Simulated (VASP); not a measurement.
# N (Fm-3m) in VASP: further runs

N is run at these levels: PBE; tasks: single point, relaxation of cell and atoms.

All numbers are computed with VASP 6.6.1; they aren't measurements. Logs are shortened: lines on timing, memory, paths and dates and some standing lists are left out, and cuts for length are marked.

## 1. The cell of the first run

The structure is cubic, space group Fm-3m (No. 225). Conventional cell: a = 3.121 Å, b = 3.121 Å, c = 3.121 Å, α = 90.00°, β = 90.00°, γ = 90.00°. N (site symmetry m-3m) has 12 N at 2.21 Å within 2.9 Å.

## 2. Single point, PBE

File INCAR:

```
PREC = Accurate
ENCUT = 520
EDIFF = 1E-6
ISMEAR = 0
SIGMA = 0.1
LREAL = F
LASPH = T
NELM = 100
ALGO = Normal
ISIF = 2
LWAVE = F
LCHARG = F
GGA = PE
NBANDS = 8
```

File KPOINTS:

```
regular mesh
0
Gamma
  30 30 30
```

File POSCAR:

```
N
1.0
    0.0000000000      1.5603233500      1.5603233500
    1.5603233500      0.0000000000      1.5603233500
    1.5603233500      1.5603233500      0.0000000000
N
1
Direct
    0.0000000000      0.0000000000      0.0000000000
```

Potentials or basis: VASP PAW PBE potentials, release 64 (N).

Command:

```console
$ cat potpaw_PBE.64/N/POTCAR > POTCAR
$ mpirun -np 1 vasp_std > vasp.out
```

OUTCAR:

```text
PREC = Accurate
   ENCUT = 520
   EDIFF = 1E-6
   ISMEAR = 0
   LREAL = F
   LASPH = T
   NELM = 100
   ISIF = 2
   GGA = PE

 ion  position               nearest neighbor table
   1  0.000  0.000  0.000-

  LATTYP: Found a face centered cubic cell.
 ALAT       =     3.1206467000

  Lattice vectors:

 A1 = (   0.0000000000,   1.5603233500,   1.5603233500)
 A2 = (   1.5603233500,   0.0000000000,   1.5603233500)
 A3 = (   1.5603233500,   1.5603233500,   0.0000000000)

Analysis of symmetry for initial positions (statically):
=====================================================================
 Subroutine PRICEL returns:
 Original cell was already a primitive cell.

 Routine SETGRP: Setting up the symmetry group for a
 face centered cubic supercell.

 Subroutine GETGRP returns: Found 48 space group operations
[... 9 lines left out ...]

 Routine SETGRP: Setting up the symmetry group for a
 face centered cubic supercell.

 Subroutine GETGRP returns: Found 48 space group operations
[... 11 lines left out ...]
                                     Primitive cell

  volume of cell :       7.5976

  direct lattice vectors                    reciprocal lattice vectors
     0.000000000  1.560323350  1.560323350    -0.320446400  0.320446400  0.320446400
     1.560323350  0.000000000  1.560323350     0.320446400 -0.320446400  0.320446400
     1.560323350  1.560323350  0.000000000     0.320446400  0.320446400 -0.320446400

  length of vectors
     2.206630443  2.206630443  2.206630443     0.555029446  0.555029446  0.555029446

  position of ions in fractional coordinates (direct lattice)
     0.000000000  0.000000000  0.000000000

  ion indices of the primitive-cell ions
   primitive index   ion index
                 1           1

----------------------------------------------------------------------------------------

 KPOINTS: regular mesh

Automatic generation of k-mesh.
 Grid dimensions read from file:
 generate k-points for:   30   30   30

 Generating k-lattice:

  Cartesian coordinates                     Fractional coordinates (reciprocal lattice)
    -0.010681547  0.010681547  0.010681547     0.033333333  0.000000000  0.000000000
     0.010681547 -0.010681547  0.010681547     0.000000000  0.033333333  0.000000000
     0.010681547  0.010681547 -0.010681547     0.000000000  0.000000000  0.033333333

  Length of vectors
     0.018500982  0.018500982  0.018500982

  Shift w.r.t. Gamma in fractional coordinates (k-lattice)
     0.000000000  0.000000000  0.000000000

 Subroutine IBZKPT returns following result:
 ===========================================

 Found    752 irreducible k-points:

 Following reciprocal coordinates:
            Coordinates               Weight
  0.000000  0.000000  0.000000      1.000000
  0.033333  0.000000  0.000000      8.000000
  0.066667  0.000000  0.000000      8.000000
  0.100000  0.000000  0.000000      8.000000
  0.133333  0.000000  0.000000      8.000000
  0.166667  0.000000  0.000000      8.000000
[... 16 lines left out ...]
  0.233333  0.033333  0.000000     24.000000
  0.266667  0.033333  0.000000     24.000000
 [... further k-points ...]
   k-points           NKPTS =    752   k-points in BZ     NKDIM =    752   number of bands    NBANDS=      8
   number of dos      NEDOS =    301   number of ions     NIONS =      1
   total plane-waves  NPLWV =   4096
   dimension x,y,z NGX =    16 NGY =   16 NGZ =   16
   dimension x,y,z NGXF=    32 NGYF=   32 NGZF=   32
   ions per type =               1
   NGX,Y,Z   is equivalent  to a cutoff of  12.05, 12.05, 12.05 a.u.
   NGXF,Y,Z  is equivalent  to a cutoff of  24.11, 24.11, 24.11 a.u.
 SYSTEM =  unknown system
   PREC   = accura    normal or accurate (medium, high low for compatibility)
   ISTART =      0    job   : 0-new  1-cont  2-samecut
   ICHARG =      2    charge: 1-file 2-atom 10-const
   ISPIN  =      1    spin polarized calculation?
   LNONCOLLINEAR =      F non collinear calculations
   LSORBIT =      F    spin-orbit coupling
   LASPH  =      T    aspherical Exc in radial PAW
   ENCUT  =  520.0 eV  38.22 Ry    6.18 a.u.   4.10  4.10  4.10*2*pi/ulx,y,z
   NELM   =    100;   NELMIN=  2; NELMDL= -5     # of ELM steps
   EDIFF  = 0.1E-05   stopping-criterion for ELM
   LREAL  =      F    real-space projection
   EDIFFG = 0.1E-04   stopping-criterion for IOM
   NSW    =      0    number of steps for IOM
   IBRION =     -1    ionic relax: 0-MD 1-quasi-New 2-CG
   NFREE  =      0    steps in history (QN), initial steepest desc. (CG)
   ISIF   =      2    stress and relaxation
   ISYM   =      2    0-nonsym 1-usesym 2-fastsym
   POTIM  = 0.5000    time-step for ionic-motion
   TEBEG  =    0.0;   TEEND  =   0.0 temperature during run
   PSTRESS=    0.0 pullay stress
   NELECT =       5.0000    total number of electrons
   NUPDOWN=      -1.0000    fix difference up-down
   EMIN   =  10.00;   EMAX   =-10.00  energy-range for DOS
   EFERMI =   0.00;   METHOD = LEGACY
   ISMEAR =     0;   SIGMA  =   0.10  broadening in eV -4-tet -1-fermi 0-gaus
   EFERMI_NEDOS =   21; number of points for ismear=-14 and -15
   IALGO  =     38    algorithm
   IMIX   =      4    mixing-type and parameters
     AMIX     =   0.40;   BMIX     =  1.00
     AMIX_MAG =   1.60;   BMIX_MAG =  1.00
  volume/ion in A,a.u.               =       7.60        51.27
  Fermi-wavevector in a.u.,A,eV,Ry     =   1.423990  2.690951 27.589174  2.027747
  Thomas-Fermi vector in A             =   2.544529
   LORBIT       =      0    0 simple, 1 ext, 2 COOP (PROOUT), +10 PAW based schemes
   GGA     = PE    functional components
   LHFCALC =     F    Hartree Fock is set to
   AEXX    =    0.0000 exact exchange contribution
   IVDW    =     0    specifies the selected vdW correction
   LEPSILON=     F    determine dielectric tensor
   LRPA    =     F    only Hartree local field effects (RPA)
 non-spin polarized calculation
 Gauss-broadening in eV      SIGMA  =   0.10
  energy-cutoff  :      520.00
  volume of cell :        7.60
 maximum number of plane-waves:       214
   NGX =  9   NGY =  9   NGZ =  9

 number of electron       5.0000000 magnetization

 Free energy of the ion-electron system (eV)
  ---------------------------------------------------
  ext. energy  EPLUGINS =         0.00000000
  ---------------------------------------------------
  free energy    TOTEN  =        -3.84075296 eV

  energy without entropy =       -3.83754438  energy(sigma->0) =       -3.83914867

 E-fermi :   5.3295     XC(G=0): -12.5783

 val. band max:        5.3260313749   @ k =   0.3000   0.2000   0.0667
 cond. band min:       5.3402650060   @ k =  -0.4667   0.5000   0.0333
 fundamental gap:      0.0142336311
 Fermi energy:         5.3294781079

 k-point     1 :       0.0000    0.0000    0.0000
  band No.  band energies     occupation
      1     -14.6870      2.00000
      2       9.3108      0.00000
      3       9.3108      0.00000
      4       9.3108      0.00000
      5      28.6008      0.00000
      6      37.1434      0.00000
      7      37.1434      0.00000
      8      37.1434      0.00000

 k-point     2 :       0.0333    0.0000    0.0000
  band No.  band energies     occupation
      1     -14.6468      2.00000
      2       9.2028      0.00000
      3       9.2963      0.00000
      4       9.2963      0.00000
      5      28.6389      0.00000
      6      36.6170      0.00000
      7      37.1959      0.00000
      8      37.1959      0.00000

 k-point     3 :       0.0667    0.0000    0.0000
  band No.  band energies     occupation
      1     -14.5262      2.00000
      2       8.8832      0.00000
      3       9.2537      0.00000
      4       9.2537      0.00000
      5      28.7479      0.00000
      6      35.5237      0.00000
      7      37.3425      0.00000
      8      37.3425      0.00000

 k-point     4 :       0.1000    0.0000    0.0000
  band No.  band energies     occupation
      1     -14.3264      2.00000
      2       8.3643      0.00000
      3       9.1853      0.00000
      4       9.1853      0.00000
      5      28.9117      0.00000
      6      34.3537      0.00000
      7      37.5483      0.00000
      8      37.5483      0.00000

 k-point     5 :       0.1333    0.0000    0.0000
  band No.  band energies     occupation
      1     -14.0474      2.00000
      2       7.6675      0.00000
      3       9.0958      0.00000
      4       9.0958      0.00000
      5      29.1005      0.00000
      6      33.2863      0.00000
      7      37.7469      0.00000
      8      37.7469      0.00000

 k-point     6 :       0.1667    0.0000    0.0000
  band No.  band energies     occupation
      1     -13.6909      2.00000
      2       6.8183      0.00000
      3       8.9898      0.00000
      4       8.9898      0.00000
      5      29.2633      0.00000
      6      32.4051      0.00000
      7      37.8394      0.00000
      8      37.8394      0.00000

 k-point     7 :       0.2000    0.0000    0.0000
  band No.  band energies     occupation
      1     -13.2591      2.00000
      2       5.8453      0.00000
      3       8.8733      0.00000
      4       8.8733      0.00000
      5      29.3171      0.00000
      6      31.7868      0.00000
      7      37.7338      0.00000
      8      37.7338      0.00000
[... 133 lines left out ...]
 k-point    20 :       0.1333    0.0333    0.0000
  band No.  band energies     occupation
      1     -14.1135      2.00000
      2       7.9047      0.00000
      3       8.9987      0.00000
      4       9.1593      0.00000
      5      29.0558      0.00000
      6      33.4625      0.00000
      7      37.6882      0.00000
      8      37.7342      0.00000

 k-point    21 :       0.1667    0.0333    0.0000
  band No.  band energies     occupation
      1     -13.7830      2.00000
      2       7.1096      0.00000
      3       8.8789      0.00000
      4       9.0746      0.00000
      5      29.2301      0.00000
      6      32.5518      0.00000
      7      37.7598      0.00000
      8      37.8637      0.00000

 k-point    22 :       0.2000    0.0333    0.0000
  band No.  band energies     occupation
      1     -13.3764      2.00000
      2       6.1812      0.00000
      3       8.7523      0.00000
      4       8.9704      0.00000
      5      29.3292      0.00000
      6      31.8616      0.00000
      7      37.6110      0.00000
      8      37.8394      0.00000

 k-point    23 :       0.2333    0.0333    0.0000
  band No.  band energies     occupation
      1     -12.8962      2.00000
      2       5.1487      1.98944
      3       8.6253      0.00000
      4       8.8528      0.00000
      5      29.2612      0.00000
      6      31.4688      0.00000
      7      37.2357      0.00000
      8      37.6222      0.00000

 k-point    24 :       0.2667    0.0333    0.0000
  band No.  band energies     occupation
      1     -12.3465      2.00000
      2       4.0419      2.00000
      3       8.5032      0.00000
      4       8.7273      0.00000
      5      29.0084      0.00000
      6      31.3631      0.00000
      7      36.7384      0.00000
      8      37.2449      0.00000

 [... further k-points ...]
[... 5 lines left out ...]
  --------------------------------------------------------------------------------------
  -------------------------------------------------------------------------------------
  Total       -0.0085838     -0.0085838     -0.0085838     -0.0000000      0.0000000     -0.0000000
  in kB       -1.8101665     -1.8101665     -1.8101665     -0.0000000      0.0000000     -0.0000000
  external PRESSURE =      -1.8101665 kB  Pullay stress =       0.0000000 kB

 VOLUME and BASIS-vectors are now :
 -----------------------------------------------------------------------------
  energy-cutoff  :      520.00
  volume of cell :        7.60
      direct lattice vectors                 reciprocal lattice vectors
     0.000000000  1.560323350  1.560323350    -0.320446400  0.320446400  0.320446400
     1.560323350  0.000000000  1.560323350     0.320446400 -0.320446400  0.320446400
     1.560323350  1.560323350  0.000000000     0.320446400  0.320446400 -0.320446400

 POSITION                                       TOTAL-FORCE (eV/Angst)
 -----------------------------------------------------------------------------------
      0.00000      0.00000      0.00000         0.000000      0.000000      0.000000
 -----------------------------------------------------------------------------------
    total drift:                                0.000000      0.000000     -0.000000

  FREE ENERGIE OF THE ION-ELECTRON SYSTEM (eV)
  ---------------------------------------------------
  free  energy   TOTEN  =        -3.8407529648 eV

  energy  without entropy=       -3.8375443785  energy(sigma->0) =       -3.83914867
```

It took 14 s on 1 thread of Intel Xeon Platinum 8259CL at 2.50GHz (Skylake/Cascade Lake), shared host; peak memory 0.14 GiB.

What came out:

```yaml
Free_energy: -3.8408 eV
Pressure: -0.2 GPa
```

## 3. Relaxation of cell and atoms, PBE

This run uses another cell than the first one, of 7.56 Å³/atom, 0.995 times its volume.

File INCAR:

```
PREC = Accurate
ENCUT = 600
EDIFF = 1E-7
ISMEAR = 0
SIGMA = 0.1
LREAL = F
LASPH = T
NELM = 100
ALGO = Normal
ISIF = 3
LWAVE = F
LCHARG = F
GGA = PE
IBRION = 2
NSW = 100
EDIFFG = -0.01
```

File KPOINTS:

```
Automatic mesh
0
Gamma
  30 30 30
```

File POSCAR:

```
N
1.0
    0.0000000000      1.5578689640      1.5578689640
    1.5578689640      0.0000000000      1.5578689640
    1.5578689640      1.5578689640      0.0000000000
N
1
Direct
    0.0000000000      0.0000000000      0.0000000000
```

Potentials or basis: VASP PAW PBE potentials, release 64 (N).

Command:

```console
$ cat potpaw_PBE.64/N/POTCAR > POTCAR
$ mpirun -np 1 vasp_std > vasp.out
```

It took 42 s on 1 thread of Intel Xeon Platinum 8259CL at 2.50GHz (Skylake/Cascade Lake), shared host; peak memory 0.15 GiB.

Results (log left out):

```yaml
Free_energy: -3.8419 eV
Relaxed_volume: 7.58 Å³/atom
Relaxed_cell: a = 2.205 Å, b = 2.205 Å, c = 2.205 Å, α = 60.00°, β = 60.00°, γ = 60.00°
Space_group_after_relaxing_to_0.05_Å: Fm-3m (No. 225)
Energy_gained_by_relaxing: 0.0 meV/atom
Ionic_steps: 2
Pressure_after_relaxing: -0.1 GPa
```

Final structure:
```
CELL_PARAMETERS angstrom
0.00000 1.55937 1.55937
1.55937 0.00000 1.55937
1.55937 1.55937 0.00000
ATOMIC_POSITIONS crystal
N 0.00000 0.00000 0.00000
```

Levels at points of the mesh, in eV from the Fermi level:
| k point | band 1 | band 2 | band 3 | band 4 | band 5 | band 6 |
| --- | --- | --- | --- | --- | --- | --- |
| (0.00, 0.00, 0.00) | -20.04 | 3.99 | 3.99 | 3.99 | 23.32 | 31.84 |
| (0.50, 0.00, 0.00) | -13.34 | -8.09 | 2.83 | 2.83 | 22.13 | 26.67 |
| (0.50, 0.50, 0.00) | -10.85 | -6.65 | 0.13 | 0.13 | 15.08 | 18.67 |
